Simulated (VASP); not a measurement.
# B (R-3m) in VASP: further runs, part 2 of 3

VASP 6.6.1. Earlier steps stand in the parts before.

### 4 Electric field gradients, LDA (shortest bond scaled by 0.88)

INCAR reads:

```
SYSTEM = B
PREC = Accurate
ENCUT = 520
EDIFF = 1E-8
ISMEAR = -1
SIGMA = 0.05
LREAL = .FALSE.
LASPH = .TRUE.
NELM = 60
ALGO = Normal
ISIF = 2
LWAVE = .FALSE.
LCHARG = .FALSE.
GGA = CA
LEFG = .TRUE.
NBANDS = 10
```

KPOINTS reads:

```
regular mesh
0
G
  13 13 13
  0 0 0
```

POSCAR reads:

```
B
1.0
    0.0000000000      2.0103628793      2.0103628793
    2.0103628793      0.0000000000      2.0103628793
    2.0103628793      2.0103628793      0.0000000000
B
2
Direct
   -0.1700000000     -0.1100000000     -0.1100000000
    0.1700000000      0.1100000000      0.1100000000
```

Potentials or basis: VASP PAW LDA potentials, release 64 (B).

On the command line:

```sh
$ cat potpaw_LDA.64/B/POTCAR > POTCAR
$ mpirun -np 1 vasp_std > vasp.out
```

OUTCAR:

```text
SYSTEM = B
   PREC = Accurate
   ENCUT = 520
   EDIFF = 1E-8
   ISMEAR = -1
   LREAL = .FALSE.
   LASPH = .TRUE.
   NELM = 60
   ISIF = 2
   GGA = CA

 ion  position               nearest neighbor table
   1  0.830  0.890  0.890-   2 1.53   2 1.82   2 1.82   2 1.82
   2  0.170  0.110  0.110-   1 1.53   1 1.82   1 1.82   1 1.82

  LATTYP: Found a face centered cubic cell.
 ALAT       =     4.0207257586

  Lattice vectors:

 A1 = (   0.0000000000,   2.0103628793,   2.0103628793)
 A2 = (   2.0103628793,   0.0000000000,   2.0103628793)
 A3 = (   2.0103628793,   2.0103628793,   0.0000000000)

Analysis of symmetry for initial positions (statically):
=====================================================================
 Subroutine PRICEL returns:
 Original cell was already a primitive cell.

 Routine SETGRP: Setting up the symmetry group for a
 face centered cubic supercell.

 Subroutine GETGRP returns: Found 12 space group operations
[... 501 lines left out ...]
  volume of cell :       16.25
      direct lattice vectors                 reciprocal lattice vectors
     0.000000000  2.010362879  2.010362879    -0.248711317  0.248711317  0.248711317
     2.010362879  0.000000000  2.010362879     0.248711317 -0.248711317  0.248711317
     2.010362879  2.010362879  0.000000000     0.248711317  0.248711317 -0.248711317

 POSITION                                       TOTAL-FORCE (eV/Angst)
 -----------------------------------------------------------------------------------
      3.57845      3.45782      3.45782        -1.827417      1.827417      1.827417
      0.44228      0.56290      0.56290         1.827417     -1.827417     -1.827417
 -----------------------------------------------------------------------------------
    total drift:                                0.000000      0.000000      0.000000

  FREE ENERGIE OF THE ION-ELECTRON SYSTEM (eV)
  ---------------------------------------------------
  free  energy   TOTEN  =       -12.6736785108 eV

  energy  without entropy=      -12.6680477632  energy(sigma->0) =      -12.67086314

 Electric field gradients (V/A^2)
---------------------------------------------------------------------
 ion       V_xx      V_yy      V_zz      V_xy      V_xz      V_yz
---------------------------------------------------------------------
   1      -0.000     0.000     0.000    10.565    10.565   -10.565
   2      -0.000     0.000     0.000    10.565    10.565   -10.565
---------------------------------------------------------------------

 Electric field gradients after diagonalization (V/A^2)
 (convention: |V_zz| > |V_xx| > |V_yy|)
----------------------------------------------------------------------
 ion       V_xx      V_yy      V_zz     asymmetry (V_yy - V_xx)/ V_zz
----------------------------------------------------------------------
   1      10.565    10.565   -21.130       0.000
   2      10.565    10.565   -21.130       0.000
----------------------------------------------------------------------

           NMR quadrupolar parameters

 Cq : quadrupolar parameter    Cq=e*Q*V_zz/h
 eta: asymmetry parameters     (V_yy - V_xx)/ V_zz
 Q  : nuclear electric quadrupole moment in mb (millibarn)
----------------------------------------------------------------------
 ion       Cq(MHz)       eta       Q (mb)
----------------------------------------------------------------------
   1      -0.051       0.000       1.000
   2      -0.051       0.000       1.000
----------------------------------------------------------------------
```

OSZICAR:

```text
N       E                     dE             d eps       ncg     rms          rms(c)
DAV:   1    -0.156419982676E+01   -0.15642E+01   -0.28972E+03  4660   0.524E+02
DAV:   2    -0.130144264437E+02   -0.11450E+02   -0.10947E+02  6104   0.868E+01
DAV:   3    -0.131940223822E+02   -0.17960E+00   -0.17813E+00  5624   0.853E+00
DAV:   4    -0.131942030001E+02   -0.18062E-03   -0.18060E-03  5212   0.286E-01
DAV:   5    -0.131942030943E+02   -0.94256E-07   -0.94115E-07  5334   0.703E-03    0.415E+00
DAV:   6    -0.127897341310E+02    0.40447E+00   -0.32656E-01  5094   0.307E+00    0.207E+00
DAV:   7    -0.126750464208E+02    0.11469E+00   -0.28356E-01  5346   0.280E+00    0.403E-01
DAV:   8    -0.126739590151E+02    0.10874E-02   -0.11911E-02  5112   0.686E-01    0.976E-02
DAV:   9    -0.126736768105E+02    0.28220E-03   -0.13181E-03  5174   0.195E-01    0.379E-02
DAV:  10    -0.126736786614E+02   -0.18508E-05   -0.34229E-05  5060   0.460E-02    0.428E-03
DAV:  11    -0.126736785017E+02    0.15964E-06   -0.59354E-07  5408   0.449E-03    0.208E-03
DAV:  12    -0.126736785108E+02   -0.90629E-08   -0.28827E-08  5074   0.111E-03
   1 F= -.12673679E+02 E0= -.12670863E+02  d E =-.563075E-02
```

Wall time 23 s (1 thread of Intel Xeon 6975P-C, shared host); peak memory 0.14 GiB.

What came out:

```
Free energy            : -12.6737 eV
Pressure               : 5.4 GPa
Largest force          : 3.165 eV/Å
Band gap on the k mesh : zero (band 3 reaches 9.41 eV, above the bottom of band 4 at 1.39 eV)
```

Forces in eV/Å, atoms in the order of the input:
```
B   -1.827  1.827  1.827
B    1.827 -1.827 -1.827
```

Levels at points of the mesh, in eV from the Fermi level:
| k point | band 1 | band 2 | band 3 | band 4 | band 5 | band 6 |
| --- | --- | --- | --- | --- | --- | --- |
| (0.00, 0.00, 0.00) | -12.84 | 2.04 | 5.43 | 5.43 | 7.14 | 7.14 |

Electric field gradients, principal values (V/Å²):
```
atom   least  middle  greatest (by size)
 1 B  10.565  10.565             -21.130
 2 B  10.565  10.565             -21.130
```

Caveat: the cell differs from its parent crystal (shortest bond scaled by 0.88); without QUAD_EFG the Cq values of the log hold for a quadrupole moment of 1 mb, not for the nuclei; forces of over 1 eV/Å act on the atoms, so gaps and moduli don't describe the material at rest.

### 5 Electric field gradients, LDA (shortest bond scaled by 0.76)

INCAR reads:

```
  ALGO = Normal
  EDIFF = 1E-8
  ENCUT = 520
  GGA = CA
  ISIF = 2
  ISMEAR = -1
  LASPH = T
  LCHARG = F
  LEFG = T
  LREAL = F
  LWAVE = F
  NBANDS = 10
  NELM = 80
  PREC = Accurate
  SIGMA = 0.05
```

KPOINTS reads:

```
k-points
0
Gamma
  13 13 13
```

POSCAR reads:

```
B
1.0
    0.0000000000      2.0103628793      2.0103628793
    2.0103628793      0.0000000000      2.0103628793
    2.0103628793      2.0103628793      0.0000000000
B
2
Direct
   -0.2150000000     -0.0950000000     -0.0950000000
    0.2150000000      0.0950000000      0.0950000000
```

Potentials or basis: VASP PAW LDA potentials, release 64 (B).

On the command line:

```sh
$ cat potpaw_LDA.64/B/POTCAR > POTCAR
$ mpirun -np 1 vasp_std > vasp.out
```

OUTCAR:

```text
EDIFF = 1E-8
   ENCUT = 520
   GGA = CA
   ISIF = 2
   ISMEAR = -1
   LASPH = T
   LREAL = F
   NELM = 80
   PREC = Accurate

 ion  position               nearest neighbor table
   1  0.785  0.905  0.905-   2 1.32   2 1.92   2 1.92   2 1.92
   2  0.215  0.095  0.095-   1 1.32   1 1.92   1 1.92   1 1.92

  LATTYP: Found a face centered cubic cell.
 ALAT       =     4.0207257586

  Lattice vectors:

 A1 = (   0.0000000000,   2.0103628793,   2.0103628793)
 A2 = (   2.0103628793,   0.0000000000,   2.0103628793)
 A3 = (   2.0103628793,   2.0103628793,   0.0000000000)

Analysis of symmetry for initial positions (statically):
=====================================================================
 Subroutine PRICEL returns:
 Original cell was already a primitive cell.

 Routine SETGRP: Setting up the symmetry group for a
 face centered cubic supercell.

 Subroutine GETGRP returns: Found 12 space group operations
 (whereof  4 operations were pure point group operations)
 out of a pool of 48 trial point group operations.

The static configuration has the point symmetry C_2h.
 The point group associated with its full space group is D_3d.

Analysis of symmetry for dynamics (positions and initial velocities):
=====================================================================
 Subroutine PRICEL returns:
 Original cell was already a primitive cell.

 Routine SETGRP: Setting up the symmetry group for a
 face centered cubic supercell.

 Subroutine GETGRP returns: Found 12 space group operations
 (whereof  4 operations were pure point group operations)
 out of a pool of 48 trial point group operations.

The dynamic configuration has the point symmetry C_2h.
 The point group associated with its full space group is D_3d.

 Subroutine INISYM returns: Found 12 space group operations
 (whereof  4 operations are pure point group operations),
 and found     1 'primitive' translations

----------------------------------------------------------------------------------------

                                     Primitive cell

  volume of cell :      16.2500

  direct lattice vectors                    reciprocal lattice vectors
     0.000000000  2.010362879  2.010362879    -0.248711317  0.248711317  0.248711317
     2.010362879  0.000000000  2.010362879     0.248711317 -0.248711317  0.248711317
     2.010362879  2.010362879  0.000000000     0.248711317  0.248711317 -0.248711317

  length of vectors
     2.843082449  2.843082449  2.843082449     0.430780638  0.430780638  0.430780638

  position of ions in fractional coordinates (direct lattice)
     0.785000000  0.905000000  0.905000000
     0.215000000  0.095000000  0.095000000

  ion indices of the primitive-cell ions
   primitive index   ion index
                 1           1
                 2           2

----------------------------------------------------------------------------------------

 KPOINTS: k-points

Automatic generation of k-mesh.
 Grid dimensions read from file:
 generate k-points for:   13   13   13

[... 73 lines left out ...]
   PSTRESS=    0.0 pullay stress
   NELECT =       6.0000    total number of electrons
   NUPDOWN=      -1.0000    fix difference up-down
   EMIN   =  10.00;   EMAX   =-10.00  energy-range for DOS
   EFERMI =   0.00;   METHOD = LEGACY
   ISMEAR =    -1;   SIGMA  =   0.05  broadening in eV -4-tet -1-fermi 0-gaus
   EFERMI_NEDOS =   21; number of points for ismear=-14 and -15
   IALGO  =     38    algorithm
   IMIX   =      4    mixing-type and parameters
     AMIX     =   0.40;   BMIX     =  1.00
     AMIX_MAG =   1.60;   BMIX_MAG =  1.00
  volume/ion in A,a.u.               =       8.13        54.83
  Fermi-wavevector in a.u.,A,eV,Ry     =   1.174467  2.219421 18.767503  1.379373
  Thomas-Fermi vector in A             =   2.310863
   LORBIT       =      0    0 simple, 1 ext, 2 COOP (PROOUT), +10 PAW based schemes
   GGA     = CA    functional components
   LHFCALC =     F    Hartree Fock is set to
   AEXX    =    0.0000 exact exchange contribution
   IVDW    =     0    specifies the selected vdW correction
   LEPSILON=     F    determine dielectric tensor
   LRPA    =     F    only Hartree local field effects (RPA)
 non-spin polarized calculation
  energy-cutoff  :      520.00
  volume of cell :       16.25
 maximum number of plane-waves:       449
 NGX is ok and might be reduce to    24
   NGX = 11   NGY = 11   NGZ = 11

 number of electron       6.0000000 magnetization

 Free energy of the ion-electron system (eV)
  ---------------------------------------------------
  ext. energy  EPLUGINS =         0.00000000
  ---------------------------------------------------
  free energy    TOTEN  =       -11.11400345 eV

  energy without entropy =      -11.10596302  energy(sigma->0) =      -11.10998323

 E-fermi :   3.9377     XC(G=0): -11.3252

 val. band max:        3.9347902570   @ k =   0.3077   0.1538  -0.3846
 cond. band min:       3.9386459084   @ k =   0.1538   0.0000   0.3846
 fundamental gap:      0.0038556514
 Fermi energy:         3.9377265191

 k-point     1 :       0.0000    0.0000    0.0000
  band No.  band energies     occupation
      1      -8.8019      2.00000
      2       4.4323      0.00010
      3       9.6823      0.00000
      4       9.6823      0.00000
      5      11.0726      0.00000
      6      11.0726      0.00000
      7      16.3771      0.00000
      8      20.4189      0.00000
      9      22.6944      0.00000
     10      26.6481      0.00000
[... 287 lines left out ...]
 k-point    24 :       0.3846    0.0769    0.0000
  band No.  band energies     occupation
      1      -6.0466      2.00000
      2      -0.8166      2.00000
      3       5.6066      0.00000
      4       6.1208      0.00000
      5      14.7422      0.00000
      6      16.5706      0.00000
      7      16.9000      0.00000
      8      18.7062      0.00000
      9      21.6723      0.00000
     10      24.2159      0.00000

 [... further k-points ...]
[... 5 lines left out ...]
  --------------------------------------------------------------------------------------
  -------------------------------------------------------------------------------------
  Total        3.8822780      3.8822780      3.8822780     -6.3630351      6.3630351     -6.3630351
  in kB      382.7752443    382.7752443    382.7752443   -627.3668084    627.3668084   -627.3668084
  external PRESSURE =     382.7752443 kB  Pullay stress =       0.0000000 kB

 VOLUME and BASIS-vectors are now :
 -----------------------------------------------------------------------------
  energy-cutoff  :      520.00
  volume of cell :       16.25
      direct lattice vectors                 reciprocal lattice vectors
     0.000000000  2.010362879  2.010362879    -0.248711317  0.248711317  0.248711317
     2.010362879  0.000000000  2.010362879     0.248711317 -0.248711317  0.248711317
     2.010362879  2.010362879  0.000000000     0.248711317  0.248711317 -0.248711317

 POSITION                                       TOTAL-FORCE (eV/Angst)
 -----------------------------------------------------------------------------------
      3.63876      3.39751      3.39751        -7.753081      7.753081      7.753081
      0.38197      0.62321      0.62321         7.753081     -7.753081     -7.753081
 -----------------------------------------------------------------------------------
    total drift:                                0.000000      0.000000      0.000000

  FREE ENERGIE OF THE ION-ELECTRON SYSTEM (eV)
  ---------------------------------------------------
  free  energy   TOTEN  =       -11.1140034458 eV

  energy  without entropy=      -11.1059630229  energy(sigma->0) =      -11.10998323

 Electric field gradients (V/A^2)
---------------------------------------------------------------------
 ion       V_xx      V_yy      V_zz      V_xy      V_xz      V_yz
---------------------------------------------------------------------
   1      -0.000     0.000     0.000    19.470    19.470   -19.470
   2      -0.000     0.000     0.000    19.470    19.470   -19.470
---------------------------------------------------------------------

 Electric field gradients after diagonalization (V/A^2)
 (convention: |V_zz| > |V_xx| > |V_yy|)
----------------------------------------------------------------------
 ion       V_xx      V_yy      V_zz     asymmetry (V_yy - V_xx)/ V_zz
----------------------------------------------------------------------
   1      19.470    19.470   -38.941       0.000
   2      19.470    19.470   -38.941       0.000
----------------------------------------------------------------------

           NMR quadrupolar parameters

 Cq : quadrupolar parameter    Cq=e*Q*V_zz/h
 eta: asymmetry parameters     (V_yy - V_xx)/ V_zz
 Q  : nuclear electric quadrupole moment in mb (millibarn)
----------------------------------------------------------------------
 ion       Cq(MHz)       eta       Q (mb)
----------------------------------------------------------------------
   1      -0.094       0.000       1.000
   2      -0.094       0.000       1.000
----------------------------------------------------------------------
```

OSZICAR:

```text
N       E                     dE             d eps       ncg     rms          rms(c)
DAV:   1     0.812929402533E+00    0.81293E+00   -0.29452E+03  4660   0.524E+02
DAV:   2    -0.122237996400E+02   -0.13037E+02   -0.12453E+02  5870   0.923E+01
DAV:   3    -0.124291152901E+02   -0.20532E+00   -0.20484E+00  5486   0.951E+00
DAV:   4    -0.124293164907E+02   -0.20120E-03   -0.20119E-03  5168   0.336E-01
DAV:   5    -0.124293166182E+02   -0.12754E-06   -0.12751E-06  5248   0.877E-03    0.645E+00
DAV:   6    -0.114137259114E+02    0.10156E+01   -0.88916E-01  4784   0.553E+00    0.329E+00
DAV:   7    -0.111174089683E+02    0.29632E+00   -0.99280E-01  5026   0.556E+00    0.544E-01
DAV:   8    -0.111193849351E+02   -0.19760E-02   -0.62591E-02  4824   0.157E+00    0.452E-01
DAV:   9    -0.111139786984E+02    0.54062E-02   -0.14166E-02  4906   0.663E-01    0.198E-02
DAV:  10    -0.111140023165E+02   -0.23618E-04   -0.25619E-04  5268   0.126E-01    0.141E-02
DAV:  11    -0.111140034407E+02   -0.11242E-05   -0.30866E-06  4954   0.119E-02    0.259E-03
DAV:  12    -0.111140034943E+02   -0.53579E-07   -0.15921E-07  5164   0.255E-03    0.187E-03
DAV:  13    -0.111140034453E+02    0.48933E-07   -0.16097E-07  4892   0.218E-03    0.765E-05
DAV:  14    -0.111140034458E+02   -0.44474E-09   -0.25460E-09  2528   0.398E-04
   1 F= -.11114003E+02 E0= -.11109983E+02  d E =-.804042E-02
```

It took 24 s on 1 thread of Intel Xeon 6975P-C, shared host; peak memory 0.14 GiB.

What came out:

| Quantity | Value |
| --- | --- |
| Free energy | -11.1140 eV |
| Pressure | 38.3 GPa |
| Largest force | 13.429 eV/Å |
| Band gap on the k mesh | zero (band 3 reaches 9.68 eV, above the bottom of band 4 at 1.75 eV) |

Forces on the atoms (eV/Å):
```
B   -7.753  7.753  7.753
B    7.753 -7.753 -7.753
```

Levels at points of the mesh, in eV from the Fermi level:
```
           k point  band 1  band 2  band 3  band 4  band 5  band 6  band 7
(0.00, 0.00, 0.00)  -12.74    0.49    5.74    5.74    7.13    7.13   12.44
```

Electric field gradients, principal values (V/Å²):
```
atom   least  middle  greatest (by size)
 1 B  19.470  19.470             -38.941
 2 B  19.470  19.470             -38.941
```

Caveat: the cell differs from its parent crystal (shortest bond scaled by 0.76); without QUAD_EFG the Cq values of the log hold for a quadrupole moment of 1 mb, not for the nuclei; forces of over 1 eV/Å act on the atoms, so gaps and moduli don't describe the material at rest.

(Continued in part 3 of 3.)
